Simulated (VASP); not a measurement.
# Ta4O (Amm2) in VASP: a series of runs

Runs on Ta4O. Level: PBEsol. Tasks: single point.

All numbers are computed with VASP 6.6.1; they aren't measurements. Logs are shortened: lines on timing, memory, paths and dates and some standing lists are left out, and cuts for length are marked.

### Step 1. The cell of the first run

The structure is orthorhombic, space group Amm2 (No. 38). The conventional cell has a = 7.342 Å, b = 4.541 Å, c = 4.541 Å, α = 90.00°, β = 90.00°, γ = 90.00°. Ta (site symmetry mm2) has 4 O at 2.27 Å and 12 Ta at 3.08 to 3.21 Å within 3.3 Å. Ta (site symmetry m) has 1 O at 2.08 Å and 3 Ta at 2.61 to 2.78 Å within 2.8 Å. Within 3.4 Å of Ta (site symmetry mm2) lie 12 Ta at 2.61 to 3.21 Å. O (site symmetry mm2) has 6 Ta at 2.08 to 2.27 Å within 2.7 Å.

### Step 2. Single point, PBEsol (atom 4 (Ta) moved -0.200 Å along Cartesian [1 1 0])

INCAR reads:

```
PREC     = Accurate       # precision mode
ENCUT    = 520            # plane-wave cutoff, eV
EDIFF    = 1E-6           # SCF threshold, eV
ISMEAR   = 0              # smearing method
SIGMA    = 0.15           # smearing width, eV
LREAL    = False          # projectors in reciprocal space
LASPH    = True           # aspherical terms in the spheres
NELM     = 100            # most SCF steps
ALGO     = Fast           # electronic algorithm
ISIF     = 2              # what is computed and relaxed
LWAVE    = False          # write WAVECAR
LCHARG   = True           # write CHGCAR
GGA      = PS             # functional
LELF     = True           # ELF
LVHAR    = True         
NBANDS   = 33             # bands
```

KPOINTS reads:

```
Automatic mesh
0
Gamma
  14 14 8
```

POSCAR reads:

```
Ta4O
1.0
    3.2109380109      0.0000000000      0.0000000000
    0.0000000000      3.2109380109      0.0000000000
    0.0000000000      0.0000000000      7.3419833767
Ta O
4 1
Direct
    0.0000000000      0.0000000000      0.5000000000
    0.5000000000      0.5000000000      0.7827832025
    0.5000000000      0.5000000000      0.2172167975
   -0.0440436271     -0.0440436271      0.0000000000
    0.5000000000      0.5000000000      0.5000000000
```

Potentials or basis: VASP PAW PBE potentials, release 64 (Ta_pv, O).

The run is started by

```
$ cat potpaw_PBE.64/Ta_pv/POTCAR potpaw_PBE.64/O/POTCAR > POTCAR
$ mpirun -np 1 vasp_std > vasp.out
```

OUTCAR:

```text
PREC = Accurate
   ENCUT = 520
   EDIFF = 1E-6
   ISMEAR = 0
   LREAL = False
   LASPH = True
   NELM = 100
   ISIF = 2
   GGA = PS

 ion  position               nearest neighbor table
   1  0.000  0.000  0.500-   5 2.27   5 2.27   5 2.27   5 2.27   3 3.08   3 3.08   2 3.08   3 3.08
                             2 3.08   2 3.08   3 3.08   2 3.08
   2  0.500  0.500  0.783-   5 2.08   4 2.61   4 2.78   4 2.78   4 2.94   1 3.08   1 3.08   1 3.08
                             1 3.08   3 3.19
   3  0.500  0.500  0.217-   5 2.08   4 2.61   4 2.78   4 2.78   4 2.94   1 3.08   1 3.08   1 3.08
                             1 3.08   2 3.19
   4  0.956  0.956  0.000-   2 2.61   3 2.61   2 2.78   3 2.78   2 2.78   3 2.78   2 2.94   3 2.94

   5  0.500  0.500  0.500-   2 2.08   3 2.08   1 2.27   1 2.27   1 2.27   1 2.27

  LATTYP: Found a simple tetragonal cell.
 ALAT       =     3.2109380109
 C/A-ratio  =     2.2865540698

  Lattice vectors:

 A1 = (   3.2109380109,   0.0000000000,   0.0000000000)
 A2 = (   0.0000000000,   3.2109380109,   0.0000000000)
 A3 = (   0.0000000000,   0.0000000000,   7.3419833767)

Analysis of symmetry for initial positions (statically):
=====================================================================
 Subroutine PRICEL returns:
 Original cell was already a primitive cell.

 Routine SETGRP: Setting up the symmetry group for a
 simple tetragonal supercell.

 Subroutine GETGRP returns: Found  4 space group operations
 (whereof  4 operations were pure point group operations)
 out of a pool of 16 trial point group operations.

The static configuration has the point symmetry C_2v.

Analysis of symmetry for dynamics (positions and initial velocities):
=====================================================================
 Subroutine PRICEL returns:
 Original cell was already a primitive cell.

 Routine SETGRP: Setting up the symmetry group for a
 simple tetragonal supercell.

 Subroutine GETGRP returns: Found  4 space group operations
 (whereof  4 operations were pure point group operations)
 out of a pool of 16 trial point group operations.

The dynamic configuration has the point symmetry C_2v.

 Subroutine INISYM returns: Found  4 space group operations
 (whereof  4 operations are pure point group operations),
 and found     1 'primitive' translations

----------------------------------------------------------------------------------------

                                     Primitive cell

  volume of cell :      75.6968

  direct lattice vectors                    reciprocal lattice vectors
     3.210938011  0.000000000  0.000000000     0.311435474  0.000000000  0.000000000
     0.000000000  3.210938011  0.000000000     0.000000000  0.311435474  0.000000000
     0.000000000  0.000000000  7.341983377     0.000000000  0.000000000  0.136202978

  length of vectors
     3.210938011  3.210938011  7.341983377     0.311435474  0.311435474  0.136202978

  position of ions in fractional coordinates (direct lattice)
     0.000000000  0.000000000  0.500000000
     0.500000000  0.500000000  0.782783202
     0.500000000  0.500000000  0.217216798
     0.955956373  0.955956373  0.000000000
     0.500000000  0.500000000  0.500000000

  ion indices of the primitive-cell ions
   primitive index   ion index
                 1           1
                 2           2
                 3           3
                 4           4
                 5           5

----------------------------------------------------------------------------------------

 KPOINTS: Automatic mesh

Automatic generation of k-mesh.
 Grid dimensions read from file:
 generate k-points for:   14   14    8

 Generating k-lattice:

  Cartesian coordinates                     Fractional coordinates (reciprocal lattice)
     0.022245391  0.000000000  0.000000000     0.071428571  0.000000000  0.000000000
     0.000000000  0.022245391  0.000000000     0.000000000  0.071428571  0.000000000
     0.000000000  0.000000000  0.017025372     0.000000000  0.000000000  0.125000000

  Length of vectors
     0.022245391  0.022245391  0.017025372

  Shift w.r.t. Gamma in fractional coordinates (k-lattice)
     0.000000000  0.000000000  0.000000000

 Subroutine IBZKPT returns following result:
 ===========================================

 Found    285 irreducible k-points:

 Following reciprocal coordinates:
            Coordinates               Weight
  0.000000  0.000000  0.000000      1.000000
  0.071429  0.000000  0.000000      4.000000
  0.142857  0.000000  0.000000      4.000000
  0.214286  0.000000  0.000000      4.000000
  0.285714  0.000000  0.000000      4.000000
  0.357143  0.000000  0.000000      4.000000
[... 16 lines left out ...]
 -0.142857  0.142857  0.000000      2.000000
  0.214286  0.142857  0.000000      4.000000
 [... further k-points ...]
   k-points           NKPTS =    285   k-points in BZ     NKDIM =    285   number of bands    NBANDS=     33
   number of dos      NEDOS =    301   number of ions     NIONS =      5
   total plane-waves  NPLWV =  32256
   dimension x,y,z NGX =    24 NGY =   24 NGZ =   56
   dimension x,y,z NGXF=    48 NGYF=   48 NGZF=  112
   ions per type =               4   1
   NGX,Y,Z   is equivalent  to a cutoff of  12.43, 12.43, 12.68 a.u.
   NGXF,Y,Z  is equivalent  to a cutoff of  24.85, 24.85, 25.36 a.u.
 SYSTEM =  unknown system
   PREC   = accura    normal or accurate (medium, high low for compatibility)
   ISTART =      0    job   : 0-new  1-cont  2-samecut
   ICHARG =      2    charge: 1-file 2-atom 10-const
   ISPIN  =      1    spin polarized calculation?
   LNONCOLLINEAR =      F non collinear calculations
   LSORBIT =      F    spin-orbit coupling
   LASPH  =      T    aspherical Exc in radial PAW
   ENCUT  =  520.0 eV  38.22 Ry    6.18 a.u.   5.97  5.97 13.65*2*pi/ulx,y,z
   NELM   =    100;   NELMIN=  2; NELMDL= -5     # of ELM steps
   EDIFF  = 0.1E-05   stopping-criterion for ELM
   LREAL  =      F    real-space projection
   EDIFFG = 0.1E-04   stopping-criterion for IOM
   NSW    =      0    number of steps for IOM
   IBRION =     -1    ionic relax: 0-MD 1-quasi-New 2-CG
   NFREE  =      0    steps in history (QN), initial steepest desc. (CG)
   ISIF   =      2    stress and relaxation
   ISYM   =      2    0-nonsym 1-usesym 2-fastsym
   POTIM  = 0.5000    time-step for ionic-motion
   TEBEG  =    0.0;   TEEND  =   0.0 temperature during run
   PSTRESS=    0.0 pullay stress
   NELECT =      50.0000    total number of electrons
   NUPDOWN=      -1.0000    fix difference up-down
   EMIN   =  10.00;   EMAX   =-10.00  energy-range for DOS
   EFERMI =   0.00;   METHOD = LEGACY
   ISMEAR =     0;   SIGMA  =   0.15  broadening in eV -4-tet -1-fermi 0-gaus
   EFERMI_NEDOS =   21; number of points for ismear=-14 and -15
   IALGO  =     68    algorithm
   IMIX   =      4    mixing-type and parameters
     AMIX     =   0.40;   BMIX     =  1.00
     AMIX_MAG =   1.60;   BMIX_MAG =  1.00
  volume/ion in A,a.u.               =      15.14       102.17
  Fermi-wavevector in a.u.,A,eV,Ry     =   1.425736  2.694250 27.656874  2.032723
  Thomas-Fermi vector in A             =   2.546088
   LORBIT       =      0    0 simple, 1 ext, 2 COOP (PROOUT), +10 PAW based schemes
   GGA     = PS    functional components
   LHFCALC =     F    Hartree Fock is set to
   AEXX    =    0.0000 exact exchange contribution
   IVDW    =     0    specifies the selected vdW correction
   LEPSILON=     F    determine dielectric tensor
   LRPA    =     F    only Hartree local field effects (RPA)
 non-spin polarized calculation
 RMM-DIIS sequential band-by-band and
 Gauss-broadening in eV      SIGMA  =   0.15
  energy-cutoff  :      520.00
  volume of cell :       75.70
 maximum number of plane-waves:      2072
   NGX = 11   NGY = 11   NGZ = 27

 number of electron      49.9999989 magnetization

 Free energy of the ion-electron system (eV)
  ---------------------------------------------------
  ext. energy  EPLUGINS =         0.00000000
  ---------------------------------------------------
  free energy    TOTEN  =       -58.27579109 eV

  energy without entropy =      -58.24540613  energy(sigma->0) =      -58.26059861

 E-fermi :   6.5798     XC(G=0): -12.9226

 val. band max:        6.5795718340   @ k =   0.2857   0.2857   0.3750
 cond. band min:       6.5807734057   @ k =   0.3571   0.0714   0.5000
 fundamental gap:      0.0012015718
 Fermi energy:         6.5797553548

 k-point     1 :       0.0000    0.0000    0.0000
  band No.  band energies     occupation
      1     -28.9295      2.00000
      2     -28.9149      2.00000
      3     -28.5661      2.00000
      4     -27.9970      2.00000
      5     -27.8690      2.00000
      6     -27.6142      2.00000
[... 25 lines left out ...]
     32       8.7804      0.00000
     33       9.5301      0.00000

 k-point     2 :       0.0714    0.0000    0.0000
  band No.  band energies     occupation
      1     -28.9477      2.00000
      2     -28.9177      2.00000
      3     -28.5624      2.00000
      4     -28.0034      2.00000
      5     -27.8753      2.00000
      6     -27.6135      2.00000
[... 25 lines left out ...]
     32       8.8695      0.00000
     33       9.7339      0.00000

 k-point     3 :       0.1429    0.0000    0.0000
  band No.  band energies     occupation
      1     -29.0110      2.00000
      2     -28.9117      2.00000
      3     -28.5530      2.00000
      4     -28.0213      2.00000
      5     -27.8929      2.00000
      6     -27.6165      2.00000
[... 25 lines left out ...]
     32       9.1903      0.00000
     33      10.1005      0.00000

 k-point     4 :       0.2143    0.0000    0.0000
  band No.  band energies     occupation
      1     -29.1005      2.00000
      2     -28.9013      2.00000
      3     -28.5420      2.00000
      4     -28.0468      2.00000
      5     -27.9175      2.00000
      6     -27.6324      2.00000
[... 25 lines left out ...]
     32       9.1739      0.00000
     33      10.2462      0.00000

 k-point     5 :       0.2857    0.0000    0.0000
  band No.  band energies     occupation
      1     -29.1958      2.00000
      2     -28.8895      2.00000
      3     -28.5349      2.00000
      4     -28.0735      2.00000
      5     -27.9403      2.00000
      6     -27.6630      2.00000
[... 604 lines left out ...]
 k-point    22 :       0.1429    0.1429    0.0000
  band No.  band energies     occupation
      1     -29.0247      2.00000
      2     -28.9679      2.00000
      3     -28.5414      2.00000
      4     -28.0239      2.00000
      5     -27.8973      2.00000
      6     -27.6470      2.00000
[... 25 lines left out ...]
     32       8.8370      0.00000
     33       9.9092      0.00000

 k-point    23 :      -0.1429    0.1429    0.0000
  band No.  band energies     occupation
      1     -29.0107      2.00000
      2     -28.9824      2.00000
      3     -28.5406      2.00000
      4     -28.0203      2.00000
      5     -27.8973      2.00000
      6     -27.6834      2.00000
[... 25 lines left out ...]
     32       8.8101      0.00000
     33       9.6933      0.00000

 k-point    24 :       0.2143    0.1429    0.0000
  band No.  band energies     occupation
      1     -29.0917      2.00000
      2     -28.9713      2.00000
      3     -28.5309      2.00000
      4     -28.0355      2.00000
      5     -27.9041      2.00000
      6     -27.6793      2.00000
[... 25 lines left out ...]
     32       8.8938      0.00000
     33      10.3590      0.00000

 [... further k-points ...]

------------------------ aborting loop because EDIFF is reached ----------------------------------------

  FORCE on cell =-STRESS in cart. coord.  units (eV):
  Direction    XX          YY          ZZ          XY          YZ          ZX
  --------------------------------------------------------------------------------------
  -------------------------------------------------------------------------------------
  Total        0.6257056      0.6257056      1.6125193      0.4904513      0.0000000      0.0000000
  in kB       13.2435179     13.2435179     34.1301551     10.3807614      0.0000000      0.0000000
  external PRESSURE =      20.2057303 kB  Pullay stress =       0.0000000 kB

 VOLUME and BASIS-vectors are now :
 -----------------------------------------------------------------------------
  energy-cutoff  :      520.00
  volume of cell :       75.70
      direct lattice vectors                 reciprocal lattice vectors
     3.210938011  0.000000000  0.000000000     0.311435474  0.000000000  0.000000000
     0.000000000  3.210938011  0.000000000     0.000000000  0.311435474  0.000000000
     0.000000000  0.000000000  7.341983377     0.000000000  0.000000000  0.136202978

 POSITION                                       TOTAL-FORCE (eV/Angst)
 -----------------------------------------------------------------------------------
      0.00000      0.00000      3.67099         0.107547      0.107547      0.000000
      1.60547      1.60547      5.74718        -1.166935     -1.166935     -0.226465
      1.60547      1.60547      1.59480        -1.166935     -1.166935      0.226465
      3.06952      3.06952      0.00000         2.099385      2.099385      0.000000
      1.60547      1.60547      3.67099         0.126938      0.126938      0.000000
 -----------------------------------------------------------------------------------
    total drift:                               -0.000017     -0.000017     -0.000001

  FREE ENERGIE OF THE ION-ELECTRON SYSTEM (eV)
  ---------------------------------------------------
  free  energy   TOTEN  =       -58.2757910875 eV

  energy  without entropy=      -58.2454061346  energy(sigma->0) =      -58.26059861
```

Wall time 12 min (1 thread of Oxide Virtual Turin-like, shared host); peak memory 0.57 GiB.

What came out:

```
Free energy            : -58.2758 eV
Pressure               : 2.0 GPa
Largest force          : 2.969 eV/Å
Band gap on the k mesh : zero (bands 25 and 26 overlap by 1.07 eV)
```

Forces on the atoms (eV/Å):
```
Ta   0.108  0.108  0.000
Ta  -1.167 -1.167 -0.226
Ta  -1.167 -1.167  0.226
Ta   2.099  2.099  0.000
O    0.127  0.127  0.000
```

Caveat: the cell differs from its parent crystal (atom 4 (Ta) moved -0.200 Å along Cartesian [1 1 0]); the PAW data sets were made with another functional, which shifts forces and pressure a little; spin-orbit coupling is left out, which moves the levels of the heavy elements.

### Step 3. Single point, PBEsol (atom 4 (Ta) moved +0.133 Å along Cartesian [1 1 0])

INCAR reads:

```
SYSTEM = Ta4O
  PREC = Accurate
  ENCUT = 520
  EDIFF = 1E-6
  ISMEAR = 0
  SIGMA = 0.15
  LREAL = .FALSE.
  LASPH = .TRUE.
  NELM = 100
  ALGO = Fast
  ISIF = 2
  LWAVE = .FALSE.
  LCHARG = .FALSE.
  GGA = PS
  NBANDS = 33
```

KPOINTS reads:

```
regular mesh
0
G
  14 14 8
  0 0 0
```

Edit POSCAR of step 2 so:

```diff
@@ -11,3 +11,3 @@
     0.5000000000      0.5000000000      0.2172167975
-   -0.0440436271     -0.0440436271      0.0000000000
+    0.0293550774      0.0293550774      0.0000000000
     0.5000000000      0.5000000000      0.5000000000
```

Potentials or basis: VASP PAW PBE potentials, release 64 (Ta_pv, O).

The run is started by

```
$ cat potpaw_PBE.64/Ta_pv/POTCAR potpaw_PBE.64/O/POTCAR > POTCAR
$ mpirun -np 1 vasp_std > vasp.out
```

OUTCAR:

```text
SYSTEM = Ta4O
   PREC = Accurate
   ENCUT = 520
   EDIFF = 1E-6
   ISMEAR = 0
   LREAL = .FALSE.
   LASPH = .TRUE.
   NELM = 100
   ISIF = 2
   GGA = PS

 ion  position               nearest neighbor table
   1  0.000  0.000  0.500-   5 2.27   5 2.27   5 2.27   5 2.27   3 3.08   3 3.08   2 3.08   3 3.08
                             2 3.08   2 3.08   3 3.08   2 3.08
   2  0.500  0.500  0.783-   5 2.08   4 2.67   4 2.78   4 2.78   4 2.88   1 3.08   1 3.08   1 3.08
                             1 3.08   3 3.19
   3  0.500  0.500  0.217-   5 2.08   4 2.67   4 2.78   4 2.78   4 2.88   1 3.08   1 3.08   1 3.08
                             1 3.08   2 3.19
   4  0.029  0.029  0.000-   2 2.67   3 2.67   2 2.78   3 2.78   2 2.78   3 2.78   2 2.88   3 2.88
[... 1073 lines left out ...]
  Total        0.3809736      0.3809736      0.8812039      0.2220045      0.0000000      0.0000000
  in kB        8.0635853      8.0635853     18.6513279      4.6988874      0.0000000      0.0000000
  external PRESSURE =      11.5928328 kB  Pullay stress =       0.0000000 kB

 VOLUME and BASIS-vectors are now :
 -----------------------------------------------------------------------------
  energy-cutoff  :      520.00
  volume of cell :       75.70
      direct lattice vectors                 reciprocal lattice vectors
     3.210938011  0.000000000  0.000000000     0.311435474  0.000000000  0.000000000
     0.000000000  3.210938011  0.000000000     0.000000000  0.311435474  0.000000000
     0.000000000  0.000000000  7.341983377     0.000000000  0.000000000  0.136202978

 POSITION                                       TOTAL-FORCE (eV/Angst)
 -----------------------------------------------------------------------------------
      0.00000      0.00000      3.67099        -0.069930     -0.069930      0.000000
      1.60547      1.60547      5.74718         0.768069      0.768069     -0.085193
      1.60547      1.60547      1.59480         0.768069      0.768069      0.085193
      0.09426      0.09426      0.00000        -1.380946     -1.380946      0.000000
      1.60547      1.60547      3.67099        -0.085262     -0.085262      0.000000
 -----------------------------------------------------------------------------------
    total drift:                               -0.000068     -0.000068      0.000001

  FREE ENERGIE OF THE ION-ELECTRON SYSTEM (eV)
  ---------------------------------------------------
  free  energy   TOTEN  =       -58.4397873054 eV

  energy  without entropy=      -58.4107010684  energy(sigma->0) =      -58.42524419
```

stdout:

```text
POSCAR found type information on POSCAR TaO
 POSCAR found :  2 types and       5 ions
 scaLAPACK will be used
 -----------------------------------------------------------------------------
|                                                                             |
|                                                                             |
|     You enforced a specific xc type in the INCAR file but a different       |
|     I HOPE YOU KNOW WHAT YOU ARE DOING!                                     |
|                                                                             |
 -----------------------------------------------------------------------------

 LDA part: xc-table for (Slater+PW92), standard interpolation
 POSCAR, INCAR and KPOINTS ok, starting setup
 FFT: planning ... GRIDC
 FFT: planning ... GRID_SOFT
 FFT: planning ... GRID
 WAVECAR not read
 entering main loop
```

Run time: 7.1 min. Hardware: 1 thread of Oxide Virtual Turin-like, shared host; peak memory 0.57 GiB.

What came out:

- Free energy: -58.4398 eV
- Pressure: 1.2 GPa
- Largest force: 1.953 eV/Å
- Band gap on the k mesh: zero (bands 25 and 26 overlap by 1.07 eV)

Forces on the atoms (eV/Å):
```
Ta  -0.070 -0.070  0.000
Ta   0.768  0.768 -0.085
Ta   0.768  0.768  0.085
Ta  -1.381 -1.381  0.000
O   -0.085 -0.085  0.000
```

Stress tensor (GPa, compression positive):
```
0.81 0.47 0.00
0.47 0.81 0.00
0.00 0.00 1.87
```

Caveat: the cell differs from its parent crystal (atom 4 (Ta) moved +0.133 Å along Cartesian [1 1 0]); the PAW data sets were made with another functional, which shifts forces and pressure a little; spin-orbit coupling is left out, which moves the levels of the heavy elements.
